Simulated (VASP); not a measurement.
# ZnAu (Pm-3m) in VASP: notebook, part 2 of 2

VASP 6.6.1. The steps go on from the part before.

## Step 3: Single point, PBEsol (15.76 Å³/atom)

This run uses another cell than the first one, of 15.76 Å³/atom.

The input, INCAR:

```
SYSTEM = ZnAu
PREC = Accurate ; ENCUT = 520
EDIFF = 1E-6 ; ISMEAR = 0
SIGMA = 0.1 ; LREAL = .FALSE.
LASPH = .TRUE. ; NELM = 100
ALGO = Normal ; ISIF = 2
LWAVE = .FALSE. ; LCHARG = .FALSE.
GGA = PS ; NBANDS = 18
```

The input, KPOINTS:

```
Automatic mesh
0
G
  14 14 14
  0 0 0
```

The input, POSCAR:

```
ZnAu
1.0
    3.1591628019      0.0000000000      0.0000000000
    0.0000000000      3.1591628019      0.0000000000
    0.0000000000      0.0000000000      3.1591628019
Zn Au
1 1
Direct
    0.5000000000      0.5000000000      0.5000000000
    0.0000000000      0.0000000000      0.0000000000
```

Potentials or basis: VASP PAW PBE potentials, release 64 (Zn, Au).

Launch:

```console
$ cat potpaw_PBE.64/Zn/POTCAR potpaw_PBE.64/Au/POTCAR > POTCAR
$ mpirun -np 1 vasp_std > vasp.out
```

Run time: 17 s. Hardware: 1 thread of Intel Xeon Platinum 8488C (Sapphire Rapids), shared host; peak memory 0.19 GiB.

It converged, with:

```
Free energy            : -5.9402 eV
Pressure               : -3.8 GPa
Band gap on the k mesh : zero (an odd number of electrons rules out a gap without spin polarisation)
```

Levels at points of the mesh, in eV from the Fermi level:
```tsv
k point	band 10	band 11	band 12	band 13	band 14	band 15
(0.00, 0.00, 0.00)	-3.68	-3.68	4.96	4.96	4.96	8.70
(0.50, 0.00, 0.00)	-4.84	-3.83	-2.35	10.41	11.06	11.06
(0.50, 0.50, 0.00)	-3.10	-1.95	-1.95	0.80	2.45	10.33
(0.50, 0.50, 0.50)	-3.05	1.37	3.49	3.73	3.73	3.73
```

Caveat: the cell stands under tension; the PAW data sets were made with another functional, which shifts forces and pressure a little; spin-orbit coupling is left out, which moves the levels of the heavy elements.

## Step 4: Single point, PBEsol (16.22 Å³/atom)

This run uses another cell than the first one, of 16.22 Å³/atom.

The input, INCAR:

```
SYSTEM = ZnAu
PREC = Accurate
ENCUT = 520
EDIFF = 1E-7
ISMEAR = 0
SIGMA = 0.1
LREAL = .False.
LASPH = .True.
NELM = 100
ALGO = Normal
ISIF = 2
LWAVE = .False.
LCHARG = .True.
GGA = PS
LELF = .True.
LVHAR = .True.
NBANDS = 18
```

The input, KPOINTS:

```
regular mesh
0
Gamma
  14 14 14
  0 0 0
```

The input, POSCAR:

```
ZnAu
1.0
    3.1895412308      0.0000000000      0.0000000000
    0.0000000000      3.1895412308      0.0000000000
    0.0000000000      0.0000000000      3.1895412308
Zn Au
1 1
Direct
    0.5000000000      0.5000000000      0.5000000000
    0.0000000000      0.0000000000      0.0000000000
```

Potentials or basis: VASP PAW PBE potentials, release 64 (Zn, Au).

Launch:

```console
$ cat potpaw_PBE.64/Zn/POTCAR potpaw_PBE.64/Au/POTCAR > POTCAR
$ mpirun -np 1 vasp_std > vasp.out
```

OUTCAR:

```text
SYSTEM = ZnAu
   PREC = Accurate
   ENCUT = 520
   EDIFF = 1E-7
   ISMEAR = 0
   LREAL = .False.
   LASPH = .True.
   NELM = 100
   ISIF = 2
   GGA = PS

 ion  position               nearest neighbor table
   1  0.500  0.500  0.500-   2 2.76   2 2.76   2 2.76   2 2.76   2 2.76   2 2.76   2 2.76   2 2.76

   2  0.000  0.000  0.000-   1 2.76   1 2.76   1 2.76   1 2.76   1 2.76   1 2.76   1 2.76   1 2.76

  LATTYP: Found a simple cubic cell.
 ALAT       =     3.1895412308

  Lattice vectors:

 A1 = (   3.1895412308,   0.0000000000,   0.0000000000)
 A2 = (   0.0000000000,   3.1895412308,   0.0000000000)
 A3 = (   0.0000000000,   0.0000000000,   3.1895412308)

Analysis of symmetry for initial positions (statically):
=====================================================================
 Subroutine PRICEL returns:
 Original cell was already a primitive cell.

 Routine SETGRP: Setting up the symmetry group for a
 simple cubic supercell.

 Subroutine GETGRP returns: Found 48 space group operations
 (whereof 48 operations were pure point group operations)
 out of a pool of 48 trial point group operations.

The static configuration has the point symmetry O_h .

[... 159 lines left out ...]
  energy without entropy =       -5.90614763  energy(sigma->0) =       -5.90798325

 E-fermi :   6.3906     XC(G=0): -12.3070

 val. band max:        6.3770673474   @ k =   0.3571   0.2857   0.0714
 cond. band min:       6.4012866145   @ k =   0.3571   0.3571   0.0714
 fundamental gap:      0.0242192670
 Fermi energy:         6.3905822381

 k-point     1 :       0.0000    0.0000    0.0000
  band No.  band energies     occupation
      1      -3.8656      2.00000
      2      -1.4828      2.00000
      3      -1.4828      2.00000
      4      -0.8721      2.00000
      5      -0.8721      2.00000
      6      -0.8721      2.00000
[... 481 lines left out ...]
      5      -0.8588      2.00000
      6      -0.4766      2.00000
[... 10 lines left out ...]
     17      20.3351      0.00000
     18      20.8050      0.00000

 [... further k-points ...]

------------------------ aborting loop because EDIFF is reached ----------------------------------------

  FORCE on cell =-STRESS in cart. coord.  units (eV):
  Direction    XX          YY          ZZ          XY          YZ          ZX
  --------------------------------------------------------------------------------------
  -------------------------------------------------------------------------------------
  Total       -1.4020876     -1.4020876     -1.4020876      0.0000000      0.0000000     -0.0000000
  in kB      -69.2310756    -69.2310756    -69.2310756      0.0000000      0.0000000     -0.0000000
  external PRESSURE =     -69.2310756 kB  Pullay stress =       0.0000000 kB

 VOLUME and BASIS-vectors are now :
 -----------------------------------------------------------------------------
  energy-cutoff  :      520.00
  volume of cell :       32.45
      direct lattice vectors                 reciprocal lattice vectors
     3.189541231  0.000000000  0.000000000     0.313524713  0.000000000  0.000000000
     0.000000000  3.189541231  0.000000000     0.000000000  0.313524713  0.000000000
     0.000000000  0.000000000  3.189541231     0.000000000  0.000000000  0.313524713

 POSITION                                       TOTAL-FORCE (eV/Angst)
 -----------------------------------------------------------------------------------
      1.59477      1.59477      1.59477         0.000000      0.000000      0.000000
      0.00000      0.00000      0.00000         0.000000      0.000000      0.000000
 -----------------------------------------------------------------------------------
    total drift:                                0.000000      0.000000     -0.000000

  FREE ENERGIE OF THE ION-ELECTRON SYSTEM (eV)
  ---------------------------------------------------
  free  energy   TOTEN  =        -5.9098188669 eV

  energy  without entropy=       -5.9061476286  energy(sigma->0) =       -5.90798325
```

Wall time 20 s (1 thread of Intel Xeon Platinum 8488C (Sapphire Rapids), shared host); peak memory 0.19 GiB.

Results:

```
Free energy            : -5.9098 eV
Pressure               : -6.9 GPa
Band gap on the k mesh : zero (an odd number of electrons rules out a gap without spin polarisation)
```

Caveat: the cell stands under tension; the PAW data sets were made with another functional, which shifts forces and pressure a little; spin-orbit coupling is left out, which moves the levels of the heavy elements.

## Step 5: Single point, PBEsol (16.84 Å³/atom)

This run uses another cell than the first one, of 16.84 Å³/atom.

The input, INCAR:

```
PREC = Accurate
ENCUT = 520
EDIFF = 1E-7
ISMEAR = 0
SIGMA = 0.1
LREAL = F
LASPH = T
NELM = 60
ALGO = Normal
ISIF = 2
LWAVE = F
LCHARG = F
GGA = PS
NBANDS = 18
```

The input, KPOINTS:

```
regular mesh
0
Gamma
  14 14 14
```

The input, POSCAR:

```
ZnAu
1.0
    3.2291669128      0.0000000000      0.0000000000
    0.0000000000      3.2291669128      0.0000000000
    0.0000000000      0.0000000000      3.2291669128
Zn Au
1 1
Direct
    0.5000000000      0.5000000000      0.5000000000
    0.0000000000      0.0000000000      0.0000000000
```

Launch:

```console
$ cat potpaw_PBE.64/Zn/POTCAR potpaw_PBE.64/Au/POTCAR > POTCAR
$ mpirun -np 1 vasp_std > vasp.out
```

Run time: 20 s. Hardware: 1 thread of Intel Xeon Platinum 8488C (Sapphire Rapids), shared host; peak memory 0.2 GiB.

Results (log left out):

```yaml
Free_energy: -5.8439 eV
Pressure: -10.3 GPa
Band_gap_on_the_k_mesh: zero (an odd number of electrons rules out a gap without spin polarisation)
```

Levels at points of the mesh, in eV from the Fermi level:
| k point | band 9 | band 10 | band 11 | band 12 | band 13 | band 14 | band 15 | band 16 |
| --- | --- | --- | --- | --- | --- | --- | --- | --- |
| (0.00, 0.00, 0.00) | -3.55 | -3.55 | -3.55 | 4.89 | 4.89 | 4.89 | 7.92 | 11.63 |
| (0.50, 0.00, 0.00) | -4.56 | -4.56 | -3.67 | -2.31 | 10.30 | 10.56 | 10.56 | 10.68 |
| (0.50, 0.50, 0.00) | -3.88 | -3.01 | -1.66 | -1.66 | 0.60 | 2.09 | 9.99 | 12.40 |
| (0.50, 0.50, 0.50) | -2.97 | -2.97 | 1.20 | 3.12 | 3.68 | 3.68 | 3.68 | 5.55 |

Caveat: the cell stands under tension; the PAW data sets were made with another functional, which shifts forces and pressure a little; spin-orbit coupling is left out, which moves the levels of the heavy elements.

## Step 6: Relaxation of cell and atoms, PBEsol

The input, INCAR:

```
SYSTEM = ZnAu
PREC     = Accurate       ! precision mode
ENCUT    = 600            ! plane-wave cutoff, eV
EDIFF    = 1E-7           ! SCF threshold, eV
ISMEAR   = 0              ! smearing method
SIGMA    = 0.1            ! smearing width, eV
LREAL    = .FALSE.        ! projectors in reciprocal space
LASPH    = .TRUE.         ! aspherical terms in the spheres
NELM     = 60             ! most SCF steps
ALGO     = Fast           ! electronic algorithm
ISIF     = 3              ! what is computed and relaxed
LWAVE    = .FALSE.        ! write WAVECAR
LCHARG   = .FALSE.        ! write CHGCAR
GGA      = PS             ! functional
IBRION   = 2              ! ionic algorithm
NSW      = 100            ! ionic steps
EDIFFG   = -0.005         ! ionic threshold
```

The input, KPOINTS:

```
regular mesh
0
G
  14 14 14
  0 0 0
```

The input, POSCAR:

```
ZnAu
1.0
   -3.1470000000      0.0000000000      0.0000000000
    0.0000000000     -3.1470000000      0.0000000000
    0.0000000000      0.0000000000      3.1470000000
Zn Au
1 1
Direct
    0.5000000000      0.5000000000      0.5000000000
    0.0000000000      0.0000000000      0.0000000000
```

Potentials or basis: VASP PAW PBE potentials, release 64 (Zn, Au).

Launch:

```console
$ cat potpaw_PBE.64/Zn/POTCAR potpaw_PBE.64/Au/POTCAR > POTCAR
$ mpirun -np 1 vasp_std > vasp.out
```

It took 4.1 min on 1 thread of Intel Xeon Platinum 8259CL at 2.50GHz (Skylake/Cascade Lake), shared host; peak memory 0.23 GiB.

The run converged. Its results:

| Quantity | Value |
| --- | --- |
| Free energy | -5.9501 eV |
| Relaxed volume | 15.32 Å³/atom |
| Relaxed cell | a = 3.129 Å, b = 3.129 Å, c = 3.129 Å, α = 90.00°, β = 90.00°, γ = 90.00° |
| Space group after relaxing (to 0.1 Å) | Pm-3m (No. 221) |
| Energy gained by relaxing | 1.8 meV/atom |
| Ionic steps | 5 |
| Pressure after relaxing | 0.0 GPa |
| Band gap on the k mesh | zero (an odd number of electrons rules out a gap without spin polarisation) |

The path:
| step | energy change (eV) | largest force (eV/Å) | pressure (GPa) | volume (Å³) |
| --- | --- | --- | --- | --- |
| 1 | 0.0000 | 0.0000 | -2.27 | 31.17 |
| 2 | -0.0003 | 0.0000 | 2.28 | 30.18 |
| 3 | -0.0037 | 0.0000 | -0.14 | 30.66 |
| 4 | -0.0037 | 0.0000 | 0.15 | 30.63 |
| 5 | -0.0037 | 0.0000 | 0.03 | 30.64 |

Final structure:
```cif
data_structure
_symmetry_space_group_name_H-M 'P 1'
_symmetry_Int_Tables_number 1
_cell_length_a 3.1293
_cell_length_b 3.1293
_cell_length_c 3.1293
_cell_angle_alpha 90.000
_cell_angle_beta 90.000
_cell_angle_gamma 90.000
_cell_volume 30.64
loop_
_atom_site_label
_atom_site_type_symbol
_atom_site_fract_x
_atom_site_fract_y
_atom_site_fract_z
_atom_site_occupancy
Zn1 Zn 0.50000 0.50000 0.50000 1
Au1 Au 0.00000 0.00000 0.00000 1
```

Levels at points of the mesh, in eV from the Fermi level:
```tsv
k point	band 9	band 10	band 11	band 12	band 13	band 14	band 15
(0.00, 0.00, 0.00)	-3.74	-3.74	-3.74	5.00	5.00	5.00	9.05
(0.50, 0.00, 0.00)	-4.97	-4.97	-3.91	-2.36	10.46	11.23	11.23
(0.50, 0.50, 0.00)	-4.08	-3.14	-2.07	-2.07	0.89	2.62	10.48
(0.50, 0.50, 0.50)	-3.09	-3.09	1.44	3.67	3.76	3.76	3.76
```

Caveat: the PAW data sets were made with another functional, which shifts forces and pressure a little; spin-orbit coupling is left out, which moves the levels of the heavy elements.

## Step 7: Overview

```csv
task,cell,cutoff (eV),gap on the mesh (eV),pressure (GPa)
single point,"a = 3.147 Å, 2 atoms",520,none,-2.3
single point,"a = 3.159 Å, 2 atoms",520,none,-3.8
single point,"a = 3.190 Å, 2 atoms",520,none,-6.9
single point,"a = 3.229 Å, 2 atoms",520,none,-10.3
relaxation of cell and atoms,"relaxed from a = 3.147 Å, 2 atoms",600,none,0.0
```

Alike in all rows: level PBEsol; potentials or basis VASP PAW PBE potentials, release 64 (Zn, Au); no spin polarisation; k mesh 14 × 14 × 14; smearing gaussian 0.1 eV.

Caveats: the PAW data sets were made with another functional, which shifts forces and pressure a little; spin-orbit coupling is left out, which moves the levels of the heavy elements; the cell stands under tension (at least some runs).

Absolute energies hang on the potentials; compare differences alone.
